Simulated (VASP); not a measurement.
GaN, 4 atoms in the cell. Symmetry: P6_3mc, No. 186, hexagonal system. Conventional cell: a = 3.089 Å, b = 3.089 Å, c = 5.189 Å, α = 90.00°, β = 90.00°, γ = 120.00°. Within 2.5 Å of Ga (site symmetry 3m) lie 4 N at 1.90 to 1.93 Å. N (site symmetry 3m) has 4 Ga at 1.90 to 1.93 Å within 2.5 Å. 

| Property | Result |
| --- | --- |
| Program | VASP 6.6.1 |
| Task | single point |
| Functional | LDA |
| Potentials or basis | VASP PAW LDA potentials, release 64 (Ga_d, N_h) |
| Cutoff | 1330 eV |
| k mesh | 8 × 8 × 5 |
| Occupations | gaussian, width 0.01 eV |
| Spin | no spin polarisation |
| Dipole correction | no |
| Further INCAR settings | ALGO = Normal; EDIFF = 1e-06; NBANDS = 26 |

Potentials or basis: VASP PAW LDA potentials, release 64 (Ga_d, N_h).

The run is started by

```console
$ cat potpaw_LDA.64/Ga_d/POTCAR potpaw_LDA.64/N_h/POTCAR > POTCAR
$ mpirun -np 1 vasp_std > vasp.out
```

Hardware: 1 thread of Intel(R) Xeon(R) 6975P-C (Granite Rapids), on a shared host.

Estimate the wall time of this run.

It took 65 s on 1 thread of Intel(R) Xeon(R) 6975P-C (Granite Rapids) (shared host), peak memory 0.31 GiB. Counts: scf iterations 14, k points 30.
